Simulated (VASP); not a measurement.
# Pd in VASP: a series of runs

The runs below take Pd through single point, with PBEsol.

Program: VASP 6.6.1. These are calculated values, not measurements. Logs are shortened: lines on timing, memory, paths and dates and some standing lists are left out, and cuts for length are marked.

## Step 1: The cell of the first run

It takes space group Fm-3m (No. 225, cubic). Conventional cell: a = 3.833 Å, b = 3.833 Å, c = 3.833 Å, α = 90.00°, β = 90.00°, γ = 90.00°. Within 3.6 Å of Pd (site symmetry m-3m) lie 12 Pd at 2.71 Å.

## Step 2: Single point, PBEsol (strained)

INCAR

```
SYSTEM = Pd
ALGO = Normal
EDIFF = 1E-6
ENCUT = 520
GGA = PS
ISIF = 2
ISMEAR = 0
LASPH = .TRUE.
LCHARG = .FALSE.
LREAL = .FALSE.
LWAVE = .FALSE.
NBANDS = 11
NELM = 100
PREC = Accurate
SIGMA = 0.1
```

KPOINTS

```
k-points
0
G
  18 18 18
  0 0 0
```

POSCAR

```
Pd
1.0
    0.0000000000      1.9166989500      1.9166989500
    1.9166989500      0.0000000000      1.9166989500
    1.9166989500      1.9166989500      0.0000000000
Pd
1
Direct
    0.0000000000      0.0000000000      0.0000000000
```

Potentials or basis: VASP PAW PBE potentials, release 64 (Pd).

Run with:

```
$ cat potpaw_PBE.64/Pd/POTCAR > POTCAR
$ mpirun -np 1 vasp_std > vasp.out
```

OUTCAR:

```text
SYSTEM = Pd
   EDIFF = 1E-6
   ENCUT = 520
   GGA = PS
   ISIF = 2
   ISMEAR = 0
   LASPH = .TRUE.
   LREAL = .FALSE.
   NELM = 100
   PREC = Accurate

 ion  position               nearest neighbor table
   1  0.000  0.000  0.000-

  LATTYP: Found a face centered cubic cell.
 ALAT       =     3.8333979000

  Lattice vectors:

 A1 = (   0.0000000000,   1.9166989500,   1.9166989500)
 A2 = (   1.9166989500,   0.0000000000,   1.9166989500)
 A3 = (   1.9166989500,   1.9166989500,   0.0000000000)

Analysis of symmetry for initial positions (statically):
=====================================================================
 Subroutine PRICEL returns:
 Original cell was already a primitive cell.

 Routine SETGRP: Setting up the symmetry group for a
 face centered cubic supercell.

 Subroutine GETGRP returns: Found 48 space group operations
 (whereof 48 operations were pure point group operations)
 out of a pool of 48 trial point group operations.

The static configuration has the point symmetry O_h .

Analysis of symmetry for dynamics (positions and initial velocities):
=====================================================================
 Subroutine PRICEL returns:
 Original cell was already a primitive cell.

 Routine SETGRP: Setting up the symmetry group for a
 face centered cubic supercell.

 Subroutine GETGRP returns: Found 48 space group operations
 (whereof 48 operations were pure point group operations)
 out of a pool of 48 trial point group operations.

The dynamic configuration has the point symmetry O_h .

 Subroutine INISYM returns: Found 48 space group operations
 (whereof 48 operations are pure point group operations),
 and found     1 'primitive' translations

----------------------------------------------------------------------------------------

                                     Primitive cell

  volume of cell :      14.0829

  direct lattice vectors                    reciprocal lattice vectors
     0.000000000  1.916698950  1.916698950    -0.260865171  0.260865171  0.260865171
     1.916698950  0.000000000  1.916698950     0.260865171 -0.260865171  0.260865171
     1.916698950  1.916698950  0.000000000     0.260865171  0.260865171 -0.260865171

  length of vectors
     2.710621650  2.710621650  2.710621650     0.451831731  0.451831731  0.451831731

  position of ions in fractional coordinates (direct lattice)
     0.000000000  0.000000000  0.000000000

  ion indices of the primitive-cell ions
   primitive index   ion index
                 1           1

----------------------------------------------------------------------------------------

 KPOINTS: k-points

Automatic generation of k-mesh.
 Grid dimensions read from file:
 generate k-points for:   18   18   18

 Generating k-lattice:

  Cartesian coordinates                     Fractional coordinates (reciprocal lattice)
    -0.014492510  0.014492510  0.014492510     0.055555556  0.000000000  0.000000000
     0.014492510 -0.014492510  0.014492510     0.000000000  0.055555556  0.000000000
     0.014492510  0.014492510 -0.014492510     0.000000000  0.000000000  0.055555556

  Length of vectors
     0.025101763  0.025101763  0.025101763

  Shift w.r.t. Gamma in fractional coordinates (k-lattice)
     0.000000000  0.000000000  0.000000000

 Subroutine IBZKPT returns following result:
 ===========================================

 Found    195 irreducible k-points:

 Following reciprocal coordinates:
            Coordinates               Weight
  0.000000  0.000000  0.000000      1.000000
  0.055556  0.000000  0.000000      8.000000
  0.111111  0.000000  0.000000      8.000000
  0.166667  0.000000  0.000000      8.000000
  0.222222  0.000000  0.000000      8.000000
  0.277778  0.000000  0.000000      8.000000
[... 16 lines left out ...]
 -0.277778  0.055556  0.000000     24.000000
 -0.222222  0.055556  0.000000     24.000000
 [... further k-points ...]
   k-points           NKPTS =    195   k-points in BZ     NKDIM =    195   number of bands    NBANDS=     11
   number of dos      NEDOS =    301   number of ions     NIONS =      1
   total plane-waves  NPLWV =   8000
   dimension x,y,z NGX =    20 NGY =   20 NGZ =   20
   dimension x,y,z NGXF=    40 NGYF=   40 NGZF=   40
   ions per type =               1
   NGX,Y,Z   is equivalent  to a cutoff of  12.27, 12.27, 12.27 a.u.
   NGXF,Y,Z  is equivalent  to a cutoff of  24.53, 24.53, 24.53 a.u.
 SYSTEM =  Pd
   PREC   = accura    normal or accurate (medium, high low for compatibility)
   ISTART =      0    job   : 0-new  1-cont  2-samecut
   ICHARG =      2    charge: 1-file 2-atom 10-const
   ISPIN  =      1    spin polarized calculation?
   LNONCOLLINEAR =      F non collinear calculations
   LSORBIT =      F    spin-orbit coupling
   LASPH  =      T    aspherical Exc in radial PAW
   ENCUT  =  520.0 eV  38.22 Ry    6.18 a.u.   5.04  5.04  5.04*2*pi/ulx,y,z
   NELM   =    100;   NELMIN=  2; NELMDL= -5     # of ELM steps
   EDIFF  = 0.1E-05   stopping-criterion for ELM
   LREAL  =      F    real-space projection
   EDIFFG = 0.1E-04   stopping-criterion for IOM
   NSW    =      0    number of steps for IOM
   IBRION =     -1    ionic relax: 0-MD 1-quasi-New 2-CG
   NFREE  =      0    steps in history (QN), initial steepest desc. (CG)
   ISIF   =      2    stress and relaxation
   ISYM   =      2    0-nonsym 1-usesym 2-fastsym
   POTIM  = 0.5000    time-step for ionic-motion
   TEBEG  =    0.0;   TEEND  =   0.0 temperature during run
   PSTRESS=    0.0 pullay stress
   NELECT =      10.0000    total number of electrons
   NUPDOWN=      -1.0000    fix difference up-down
   EMIN   =  10.00;   EMAX   =-10.00  energy-range for DOS
   EFERMI =   0.00;   METHOD = LEGACY
   ISMEAR =     0;   SIGMA  =   0.10  broadening in eV -4-tet -1-fermi 0-gaus
   EFERMI_NEDOS =   21; number of points for ismear=-14 and -15
   IALGO  =     38    algorithm
   IMIX   =      4    mixing-type and parameters
     AMIX     =   0.40;   BMIX     =  1.00
     AMIX_MAG =   1.60;   BMIX_MAG =  1.00
  volume/ion in A,a.u.               =      14.08        95.04
  Fermi-wavevector in a.u.,A,eV,Ry     =   1.460531  2.760004 29.023298  2.133152
  Thomas-Fermi vector in A             =   2.576970
   LORBIT       =      0    0 simple, 1 ext, 2 COOP (PROOUT), +10 PAW based schemes
   GGA     = PS    functional components
   LHFCALC =     F    Hartree Fock is set to
   AEXX    =    0.0000 exact exchange contribution
   IVDW    =     0    specifies the selected vdW correction
   LEPSILON=     F    determine dielectric tensor
   LRPA    =     F    only Hartree local field effects (RPA)
 non-spin polarized calculation
 Gauss-broadening in eV      SIGMA  =   0.10
  energy-cutoff  :      520.00
  volume of cell :       14.08
 maximum number of plane-waves:       392
   NGX =  9   NGY =  9   NGZ =  9

 number of electron      10.0000005 magnetization

 Free energy of the ion-electron system (eV)
  ---------------------------------------------------
  ext. energy  EPLUGINS =         0.00000000
  ---------------------------------------------------
  free energy    TOTEN  =        -5.96016895 eV

  energy without entropy =       -5.94920418  energy(sigma->0) =       -5.95468657

 E-fermi :  10.4312     XC(G=0): -13.6698

 val. band max:       10.4310532753   @ k =  -0.4444   0.3889   0.1111
 cond. band min:      10.4326719563   @ k =  -0.3333   0.0556   0.0000
 fundamental gap:      0.0016186810
 Fermi energy:        10.4312035603

 k-point     1 :       0.0000    0.0000    0.0000
  band No.  band energies     occupation
      1       2.8169      2.00000
      2       7.3513      2.00000
      3       7.3513      2.00000
      4       7.3513      2.00000
      5       9.1124      2.00000
      6       9.1124      2.00000
      7      27.5614      0.00000
      8      32.5994      0.00000
      9      32.5994      0.00000
     10      32.5994      0.00000
     11      36.3553      0.00000

 k-point     2 :       0.0556    0.0000    0.0000
  band No.  band energies     occupation
      1       2.9342      2.00000
      2       7.3068      2.00000
      3       7.3936      2.00000
      4       7.3936      2.00000
      5       9.0911      2.00000
      6       9.0911      2.00000
      7      27.6989      0.00000
      8      31.8363      0.00000
      9      32.7441      0.00000
     10      32.7441      0.00000
     11      36.3865      0.00000

 k-point     3 :       0.1111    0.0000    0.0000
  band No.  band energies     occupation
      1       3.2726      2.00000
      2       7.1957      2.00000
      3       7.5040      2.00000
      4       7.5040      2.00000
      5       9.0460      2.00000
      6       9.0460      2.00000
      7      28.0295      0.00000
      8      30.2817      0.00000
      9      33.1583      0.00000
     10      33.1583      0.00000
     11      36.4392      0.00000

 k-point     4 :       0.1667    0.0000    0.0000
  band No.  band energies     occupation
      1       3.7816      2.00000
      2       7.0904      2.00000
      3       7.6282      2.00000
      4       7.6282      2.00000
      5       9.0372      2.00000
      6       9.0372      2.00000
      7      27.9261      0.00000
      8      28.9709      0.00000
      9      33.7729      0.00000
     10      33.7729      0.00000
     11      36.4459      0.00000

 k-point     5 :       0.2222    0.0000    0.0000
  band No.  band energies     occupation
      1       4.3355      2.00000
      2       7.1396      2.00000
      3       7.6824      2.00000
      4       7.6824      2.00000
      5       9.1504      2.00000
      6       9.1504      2.00000
      7      26.2567      0.00000
      8      28.8471      0.00000
      9      34.4162      0.00000
     10      34.4162      0.00000
     11      36.3441      0.00000

 k-point     6 :       0.2778    0.0000    0.0000
  band No.  band energies     occupation
      1       4.7162      2.00000
      2       7.5726      2.00000
      3       7.6312      2.00000
      4       7.6312      2.00000
      5       9.4134      2.00000
      6       9.4134      2.00000
      7      24.2611      0.00000
      8      28.5070      0.00000
      9      34.5500      0.00000
     10      34.5500      0.00000
     11      36.3456      0.00000

 k-point     7 :       0.3333    0.0000    0.0000
  band No.  band energies     occupation
      1       4.8246      2.00000
      2       7.5212      2.00000
      3       7.5212      2.00000
      4       8.4724      2.00000
      5       9.7576      2.00000
      6       9.7576      2.00000
      7      22.2165      0.00000
      8      27.9377      0.00000
      9      33.7406      0.00000
     10      33.7406      0.00000
     11      37.3255      0.00000

 k-point     8 :       0.3889    0.0000    0.0000
  band No.  band energies     occupation
      1       4.7891      2.00000
      2       7.4091      2.00000
      3       7.4091      2.00000
      4       9.6385      2.00000
      5      10.0889      2.00000
      6      10.0889      2.00000
      7      20.2799      0.00000
      8      27.4057      0.00000
      9      32.7837      0.00000
     10      32.7837      0.00000
     11      36.3826      0.00000
[... 141 lines left out ...]
 k-point    19 :       0.5000    0.0556    0.0000
  band No.  band energies     occupation
      1       4.7907      2.00000
      2       7.2353      2.00000
      3       7.3775      2.00000
      4       9.7488      2.00000
      5      10.4179      1.14937
      6      11.9012      0.00000
      7      18.1414      0.00000
      8      27.0390      0.00000
      9      31.4984      0.00000
     10      31.6001      0.00000
     11      36.4007      0.00000

 k-point    20 :      -0.4444    0.0556    0.0000
  band No.  band energies     occupation
      1       4.8003      2.00000
      2       7.2549      2.00000
      3       7.3768      2.00000
      4       9.7446      2.00000
      5      10.3031      1.92988
      6      11.7781      0.00000
      7      18.3763      0.00000
      8      27.0731      0.00000
      9      31.2764      0.00000
     10      32.0026      0.00000
     11      36.3991      0.00000

 k-point    21 :      -0.3889    0.0556    0.0000
  band No.  band energies     occupation
      1       4.8526      2.00000
      2       7.3304      2.00000
      3       7.4320      2.00000
      4       9.3256      2.00000
      5      10.0357      2.00000
      6      11.0798      0.00000
      7      19.7297      0.00000
      8      27.3352      0.00000
      9      31.4713      0.00000
     10      32.8526      0.00000
     11      36.3940      0.00000

 k-point    22 :      -0.3333    0.0556    0.0000
  band No.  band energies     occupation
      1       4.9099      2.00000
      2       7.4433      2.00000
      3       7.5334      2.00000
      4       8.5135      2.00000
      5       9.6702      2.00000
      6      10.4327      0.98343
      7      21.5985      0.00000
      8      27.7901      0.00000
      9      31.9979      0.00000
     10      34.1023      0.00000
     11      36.3798      0.00000

 k-point    23 :      -0.2778    0.0556    0.0000
  band No.  band energies     occupation
      1       4.8742      2.00000
      2       7.5019      2.00000
      3       7.6545      2.00000
      4       7.7227      2.00000
      5       9.2832      2.00000
      6       9.9344      2.00000
      7      23.6402      0.00000
      8      28.3386      0.00000
      9      32.6791      0.00000
     10      35.6585      0.00000
     11      35.8863      0.00000

 k-point    24 :      -0.2222    0.0556    0.0000
  band No.  band energies     occupation
      1       4.5901      2.00000
      2       7.0963      2.00000
      3       7.7005      2.00000
      4       7.7394      2.00000
      5       8.9720      2.00000
      6       9.5429      2.00000
      7      25.6726      0.00000
      8      28.7669      0.00000
      9      33.1143      0.00000
     10      35.3644      0.00000
     11      35.8563      0.00000

 [... further k-points ...]
[... 5 lines left out ...]
  --------------------------------------------------------------------------------------
  -------------------------------------------------------------------------------------
  Total        0.6024332      0.6024332      0.6024332      0.0000000      0.0000000      0.0000000
  in kB       68.5374210     68.5374210     68.5374210      0.0000000      0.0000000      0.0000000
  external PRESSURE =      68.5374210 kB  Pullay stress =       0.0000000 kB

 VOLUME and BASIS-vectors are now :
 -----------------------------------------------------------------------------
  energy-cutoff  :      520.00
  volume of cell :       14.08
      direct lattice vectors                 reciprocal lattice vectors
     0.000000000  1.916698950  1.916698950    -0.260865171  0.260865171  0.260865171
     1.916698950  0.000000000  1.916698950     0.260865171 -0.260865171  0.260865171
     1.916698950  1.916698950  0.000000000     0.260865171  0.260865171 -0.260865171

 POSITION                                       TOTAL-FORCE (eV/Angst)
 -----------------------------------------------------------------------------------
      0.00000      0.00000      0.00000        -0.000000      0.000000      0.000000
 -----------------------------------------------------------------------------------
    total drift:                                0.000000      0.000000      0.000000

  FREE ENERGIE OF THE ION-ELECTRON SYSTEM (eV)
  ---------------------------------------------------
  free  energy   TOTEN  =        -5.9601689514 eV

  energy  without entropy=       -5.9492041796  energy(sigma->0) =       -5.95468657
```

Wall time 33 s (1 thread of Intel Xeon 8259CL, shared host); peak memory 0.15 GiB.

Results:

* Free energy: -5.9602 eV
* Pressure: 6.9 GPa
* Band gap on the k mesh: zero (bands 5 and 6 overlap by 1.72 eV)

Levels at points of the mesh, in eV from the Fermi level:
```tsv
k point	band 2	band 3	band 4	band 5	band 6	band 7	band 8	band 9
(0.00, 0.00, 0.00)	-3.08	-3.08	-3.08	-1.32	-1.32	17.13	22.17	22.17
(0.50, 0.00, 0.00)	-3.13	-3.13	-0.02	-0.02	0.81	7.64	16.50	21.45
(0.50, 0.50, 0.00)	-5.53	-0.04	0.32	0.32	3.24	11.20	13.36	13.36
```

Caveat: the cell differs from its parent crystal (strained); the cell stands under pressure; the PAW data sets were made with another functional, which shifts forces and pressure a little.

[end of part 1 of 2]
